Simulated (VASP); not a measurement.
# Ta in VASP: a series of runs

The runs below take Ta through single point, with LDA.

All numbers are computed with VASP 6.6.1; they aren't measurements. Logs are shortened: lines on timing, memory, paths and dates and some standing lists are left out, and cuts for length are marked.

### Step 1. The cell of the first run

The cell holds a slab with vacuum, 3 atoms: a = 2.818 Å, b = 2.818 Å, c = 20.602 Å, α = 90.00°, β = 90.00°, γ = 109.47°.

### Step 2. Single point, LDA

Input file INCAR:

```
PREC = Accurate ; ENCUT = 520
EDIFF = 1E-6 ; ISMEAR = -1
SIGMA = 0.1 ; LREAL = F
LASPH = T ; NELM = 100
ALGO = Normal ; ISIF = 2
LWAVE = F ; LCHARG = T
LDIPOL = T ; IDIPOL = 3
DIPOL = 0.5 0.5 0.500 ; LELF = T
LVHAR = T ; LVACPOTAV = T
NBANDS = 24 ; EFIELD = -0.5
```

Input file KPOINTS:

```
regular mesh
0
Gamma
  15 15 1
```

Input file POSCAR:

```
Ta
1.0
    2.8181880382      0.0000000000      0.0000000000
   -0.9393960127      2.6570131632      0.0000000000
    0.0000000000      0.0000000000     20.6021000000
Ta
3
Direct
    0.0000000000      0.0000000000      0.3918156972
    0.5000000000      0.5000000000      0.4999999802
    0.0000000000      0.0000000000      0.6081843226
```

Potentials or basis: VASP PAW LDA potentials, release 64 (Ta_pv).

On the command line:

```console
> cat potpaw_LDA.64/Ta_pv/POTCAR > POTCAR
> mpirun -np 1 vasp_std > vasp.out
```

OUTCAR:

```text
PREC = Accurate
   ENCUT = 520
   EDIFF = 1E-6
   ISMEAR = -1
   LREAL = F
   LASPH = T
   NELM = 100
   ISIF = 2

 ion  position               nearest neighbor table
   1  0.000  0.000  0.392-   2 2.76   2 2.76   2 3.20   2 3.20
   2  0.500  0.500  0.500-   1 2.76   1 2.76   3 2.76   3 2.76   1 3.20   1 3.20   3 3.20   3 3.20

   3  0.000  0.000  0.608-   2 2.76   2 2.76   2 3.20   2 3.20

  LATTYP: Found a base centered orthorhombic cell.
 ALAT       =     3.2541632449
 B/A-ratio  =     1.4142135624
 C/A-ratio  =     6.3309976942

  Lattice vectors:

 A1 = (   2.8181880382,   0.0000000000,   0.0000000000)
 A2 = (  -0.9393960127,   2.6570131632,   0.0000000000)
 A3 = (   0.0000000000,   0.0000000000,  20.6021000000)

Analysis of symmetry for initial positions (statically):
=====================================================================
 Subroutine PRICEL returns:
 Original cell was already a primitive cell.

 Routine SETGRP: Setting up the symmetry group for a
 base centered orthorhombic supercell.

 Subroutine GETGRP returns: Found  8 space group operations
 (whereof  8 operations were pure point group operations)
 out of a pool of  8 trial point group operations.

The static configuration has the point symmetry D_2h.

Analysis of symmetry for dynamics (positions and initial velocities):
=====================================================================
 An external electric field (EFIELD) may reduce the allowed symmetry operations
 Subroutine PRICEL returns:
 Original cell was already a primitive cell.

 Routine SETGRP: Setting up the symmetry group for a
 base centered orthorhombic supercell.

 Subroutine GETGRP returns: Found  4 space group operations
 (whereof  4 operations were pure point group operations)
 out of a pool of  8 trial point group operations.

The dynamic configuration has the point symmetry C_2v.

 Subroutine INISYM returns: Found  4 space group operations
 (whereof  4 operations are pure point group operations),
 and found     1 'primitive' translations

----------------------------------------------------------------------------------------

                                     Primitive cell

  volume of cell :     154.2678

  direct lattice vectors                    reciprocal lattice vectors
     2.818188038  0.000000000  0.000000000     0.354837927  0.125454152  0.000000000
    -0.939396013  2.657013163  0.000000000     0.000000000  0.376362456  0.000000000
     0.000000000  0.000000000 20.602100000     0.000000000  0.000000000  0.048538741

  length of vectors
     2.818188038  2.818188038 20.602100000     0.376362456  0.376362456  0.048538741

  position of ions in fractional coordinates (direct lattice)
     0.000000000  0.000000000  0.391815697
     0.500000000  0.500000000  0.499999980
     0.000000000  0.000000000  0.608184323

  ion indices of the primitive-cell ions
   primitive index   ion index
                 1           1
                 2           2
                 3           3

----------------------------------------------------------------------------------------

 KPOINTS: regular mesh

Automatic generation of k-mesh.
 Grid dimensions read from file:
 generate k-points for:   15   15    1

 Generating k-lattice:

  Cartesian coordinates                     Fractional coordinates (reciprocal lattice)
     0.023655862  0.008363610  0.000000000     0.066666667  0.000000000  0.000000000
     0.000000000  0.025090830  0.000000000     0.000000000  0.066666667  0.000000000
     0.000000000  0.000000000  0.048538741     0.000000000  0.000000000  1.000000000

  Length of vectors
     0.025090830  0.025090830  0.048538741

  Shift w.r.t. Gamma in fractional coordinates (k-lattice)
     0.000000000  0.000000000  0.000000000

 Subroutine IBZKPT returns following result:
 ===========================================

 Found     64 irreducible k-points:

 Following reciprocal coordinates:
            Coordinates               Weight
  0.000000  0.000000  0.000000      1.000000
  0.066667  0.000000  0.000000      4.000000
  0.133333 -0.000000  0.000000      4.000000
  0.200000  0.000000  0.000000      4.000000
  0.266667 -0.000000  0.000000      4.000000
  0.333333  0.000000  0.000000      4.000000
[... 16 lines left out ...]
  0.133333  0.133333  0.000000      2.000000
  0.200000  0.133333  0.000000      4.000000
 [... further k-points ...]
   k-points           NKPTS =     64   k-points in BZ     NKDIM =     64   number of bands    NBANDS=     24
   number of dos      NEDOS =    301   number of ions     NIONS =      3
   total plane-waves  NPLWV =  92160
   dimension x,y,z NGX =    24 NGY =   24 NGZ =  160
   dimension x,y,z NGXF=    48 NGYF=   48 NGZF=  320
   ions per type =               3
   NGX,Y,Z   is equivalent  to a cutoff of  14.16, 14.16, 12.91 a.u.
   NGXF,Y,Z  is equivalent  to a cutoff of  28.32, 28.32, 25.82 a.u.
 SYSTEM =  unknown system
   PREC   = accura    normal or accurate (medium, high low for compatibility)
   ISTART =      0    job   : 0-new  1-cont  2-samecut
   ICHARG =      2    charge: 1-file 2-atom 10-const
   ISPIN  =      1    spin polarized calculation?
   LNONCOLLINEAR =      F non collinear calculations
   LSORBIT =      F    spin-orbit coupling
   LASPH  =      T    aspherical Exc in radial PAW
   ENCUT  =  520.0 eV  38.22 Ry    6.18 a.u.   5.24  5.24 38.31*2*pi/ulx,y,z
   NELM   =    100;   NELMIN=  2; NELMDL= -5     # of ELM steps
   EDIFF  = 0.1E-05   stopping-criterion for ELM
   LREAL  =      F    real-space projection
   EDIFFG = 0.1E-04   stopping-criterion for IOM
   NSW    =      0    number of steps for IOM
   IBRION =     -1    ionic relax: 0-MD 1-quasi-New 2-CG
   NFREE  =      0    steps in history (QN), initial steepest desc. (CG)
   ISIF   =      2    stress and relaxation
   ISYM   =      2    0-nonsym 1-usesym 2-fastsym
   POTIM  = 0.5000    time-step for ionic-motion
   TEBEG  =    0.0;   TEEND  =   0.0 temperature during run
   PSTRESS=    0.0 pullay stress
   NELECT =      33.0000    total number of electrons
   NUPDOWN=      -1.0000    fix difference up-down
   EMIN   =  10.00;   EMAX   =-10.00  energy-range for DOS
   EFERMI =   0.00;   METHOD = LEGACY
   ISMEAR =    -1;   SIGMA  =   0.10  broadening in eV -4-tet -1-fermi 0-gaus
   EFERMI_NEDOS =   21; number of points for ismear=-14 and -15
   IALGO  =     38    algorithm
   IMIX   =      4    mixing-type and parameters
     AMIX     =   0.40;   BMIX     =  1.00
     AMIX_MAG =   1.60;   BMIX_MAG =  1.00
  volume/ion in A,a.u.               =      51.42       347.02
  Fermi-wavevector in a.u.,A,eV,Ry     =   0.979087  1.850205 13.042688  0.958610
  Thomas-Fermi vector in A             =   2.109912
   LORBIT       =      0    0 simple, 1 ext, 2 COOP (PROOUT), +10 PAW based schemes
   GGA     = CA    functional components
   LHFCALC =     F    Hartree Fock is set to
   AEXX    =    0.0000 exact exchange contribution
   IVDW    =     0    specifies the selected vdW correction
   LEPSILON=     F    determine dielectric tensor
   LRPA    =     F    only Hartree local field effects (RPA)
 non-spin polarized calculation
  energy-cutoff  :      520.00
  volume of cell :      154.27
 maximum number of plane-waves:      4184
 NGX is ok and might be reduce to    24
   NGX = 11   NGY = 11   NGZ = 77

 dipolmoment           0.000000      0.000000      0.088761 electrons x Angstroem

 number of electron      33.0000003 magnetization

 dipolmoment           0.000000      0.000000     -0.178015 electrons x Angstroem

 Free energy of the ion-electron system (eV)
  ---------------------------------------------------
  ext. energy  EPLUGINS =         0.00000000
  ---------------------------------------------------
  free energy    TOTEN  =       -36.09783189 eV

  energy without entropy =      -35.97285148  energy(sigma->0) =      -36.03534169

 E-fermi :  -1.1825     XC(G=0):  -5.4299

 val. band max:       -1.1912134171   @ k =   0.1333  -0.0000   0.0000
 cond. band min:      -1.1757000046   @ k =  -0.2667   0.1333   0.0000
 fundamental gap:      0.0155134126
 Fermi energy:        -1.1824636618

 k-point     1 :       0.0000    0.0000    0.0000
  band No.  band energies     occupation
      1     -35.5387      2.00000
      2     -35.1473      2.00000
      3     -34.6590      2.00000
      4     -34.5707      2.00000
      5     -34.3658      2.00000
      6     -34.3425      2.00000
[... 16 lines left out ...]
     23       2.1938      0.00000
     24       2.3162      0.00000

 k-point     2 :       0.0667    0.0000    0.0000
  band No.  band energies     occupation
      1     -35.5255      2.00000
      2     -35.1512      2.00000
      3     -34.6763      2.00000
      4     -34.6141      2.00000
      5     -34.3712      2.00000
      6     -34.3643      2.00000
[... 16 lines left out ...]
     23       2.2370      0.00000
     24       2.3268      0.00000

 k-point     3 :       0.1333   -0.0000    0.0000
  band No.  band energies     occupation
      1     -35.4883      2.00000
      2     -35.1655      2.00000
      3     -34.7407      2.00000
      4     -34.7306      2.00000
      5     -34.4233      2.00000
      6     -34.4093      2.00000
[... 16 lines left out ...]
     23       2.1215      0.00000
     24       2.4632      0.00000

 k-point     4 :       0.2000    0.0000    0.0000
  band No.  band energies     occupation
      1     -35.4362      2.00000
      2     -35.1985      2.00000
      3     -34.8928      2.00000
      4     -34.8692      2.00000
      5     -34.4878      2.00000
      6     -34.4616      2.00000
[... 16 lines left out ...]
     23       2.1577      0.00000
     24       2.3833      0.00000

 k-point     5 :       0.2667   -0.0000    0.0000
  band No.  band energies     occupation
      1     -35.3966      2.00000
      2     -35.2598      2.00000
      3     -35.0484      2.00000
      4     -35.0424      2.00000
      5     -34.5841      2.00000
      6     -34.5168      2.00000
[... 16 lines left out ...]
     23       2.4738      0.00000
     24       2.5798      0.00000

 k-point     6 :       0.3333    0.0000    0.0000
  band No.  band energies     occupation
      1     -35.4350      2.00000
      2     -35.3462      2.00000
      3     -35.2183      2.00000
      4     -35.1058      2.00000
      5     -34.6748      2.00000
      6     -34.5725      2.00000
[... 16 lines left out ...]
     23       2.7054      0.00000
     24       3.1869      0.00000
[... 379 lines left out ...]
 k-point    21 :      -0.1333    0.0667    0.0000
  band No.  band energies     occupation
      1     -35.4974      2.00000
      2     -35.1398      2.00000
      3     -34.7298      2.00000
      4     -34.6734      2.00000
      5     -34.4611      2.00000
      6     -34.4534      2.00000
[... 16 lines left out ...]
     23       1.6969      0.00000
     24       2.2751      0.00000

 k-point    22 :      -0.0667    0.0667    0.0000
  band No.  band energies     occupation
      1     -35.5240      2.00000
      2     -35.1404      2.00000
      3     -34.6814      2.00000
      4     -34.5920      2.00000
      5     -34.4201      2.00000
      6     -34.3941      2.00000
[... 16 lines left out ...]
     23       2.1047      0.00000
     24       2.1475      0.00000

 k-point    23 :       0.1333    0.1333    0.0000
  band No.  band energies     occupation
      1     -35.4064      2.00000
      2     -35.2251      2.00000
      3     -34.8906      2.00000
      4     -34.8143      2.00000
      5     -34.5353      2.00000
      6     -34.5282      2.00000
[... 16 lines left out ...]
     23       2.8239      0.00000
     24       2.9417      0.00000

 k-point    24 :       0.2000    0.1333    0.0000
  band No.  band energies     occupation
      1     -35.3571      2.00000
      2     -35.2616      2.00000
      3     -34.9893      2.00000
      4     -34.9191      2.00000
      5     -34.6190      2.00000
      6     -34.6128      2.00000
[... 16 lines left out ...]
     23       3.2177      0.00000
     24       3.2590      0.00000

 [... further k-points ...]

------------------------ aborting loop because EDIFF is reached ----------------------------------------

  FORCE on cell =-STRESS in cart. coord.  units (eV):
  Direction    XX          YY          ZZ          XY          YZ          ZX
  --------------------------------------------------------------------------------------
  -------------------------------------------------------------------------------------
  Total       -3.4784064     -3.3552916      0.1747871      0.1741107      0.0000000      0.0000000
  in kB      -36.1256560    -34.8470234      1.8152846      1.8082595      0.0000000      0.0000000
  external PRESSURE =     -23.0524649 kB  Pullay stress =       0.0000000 kB

 VOLUME and BASIS-vectors are now :
 -----------------------------------------------------------------------------
  energy-cutoff  :      520.00
  volume of cell :      154.27
      direct lattice vectors                 reciprocal lattice vectors
     2.818188038  0.000000000  0.000000000     0.354837927  0.125454152  0.000000000
    -0.939396013  2.657013163  0.000000000     0.000000000  0.376362456  0.000000000
     0.000000000  0.000000000 20.602100000     0.000000000  0.000000000  0.048538741

 POSITION                                       TOTAL-FORCE (eV/Angst)
 -----------------------------------------------------------------------------------
      0.00000      0.00000      8.07223        -0.000000      0.000000     -0.081129
      0.93940      1.32851     10.30105        -0.000000      0.000000      0.044333
      0.00000      0.00000     12.52987         0.000000      0.000000      0.036796
 -----------------------------------------------------------------------------------
    total drift:                               -0.000000     -0.000000     -0.000113

  FREE ENERGIE OF THE ION-ELECTRON SYSTEM (eV)
  ---------------------------------------------------
  free  energy   TOTEN  =       -36.0978318924 eV

  energy  without entropy=      -35.9728514784  energy(sigma->0) =      -36.03534169
```

It took 3.3 min on 1 thread of Intel Xeon 6975P-C (Granite Rapids), shared host; peak memory 0.35 GiB.

Results:

```yaml
Free_energy: -36.0978 eV
Largest_force: 0.081 eV/Å
```

Forces on the atoms (eV/Å):
```
Ta   0.000  0.000 -0.081
Ta   0.000  0.000  0.044
Ta   0.000  0.000  0.037
```

Caveat: spin-orbit coupling is left out, which moves the levels of the heavy elements.

### Step 3. Single point, LDA

Input file INCAR:

```
SYSTEM = Ta
ALGO = Normal
EDIFF = 1E-7
ENCUT = 520
GGA = CA
ISIF = 2
ISMEAR = -1
LASPH = .TRUE.
LCHARG = .FALSE.
LREAL = .FALSE.
LWAVE = .FALSE.
NBANDS = 24
NELM = 100
PREC = Accurate
SIGMA = 0.1
```

Input file KPOINTS:

```
k-points
0
G
  15 15 1
  0 0 0
```

POSCAR is that of step 2.

Potentials or basis: VASP PAW LDA potentials, release 64 (Ta_pv).

On the command line:

```console
> cat potpaw_LDA.64/Ta_pv/POTCAR > POTCAR
> mpirun -np 1 vasp_std > vasp.out
```

Run time: 2.4 min. Hardware: 1 thread of Intel Xeon 6975P-C (Granite Rapids), shared host; peak memory 0.35 GiB.

It converged, with:

```
Free energy   : -36.0534 eV
Largest force : 0.053 eV/Å
```

Forces on the atoms (eV/Å):
```
Ta   0.000  0.000 -0.053
Ta   0.000  0.000  0.000
Ta   0.000  0.000  0.053
```

Levels at points of the mesh, in eV from the Fermi level:
| k point | band 14 | band 15 | band 16 | band 17 | band 18 | band 19 |
| --- | --- | --- | --- | --- | --- | --- |
| (0.00, 0.00, 0.00) | -0.92 | -0.56 | -0.35 | 0.17 | 0.52 | 1.00 |

Caveat: spin-orbit coupling is left out, which moves the levels of the heavy elements.
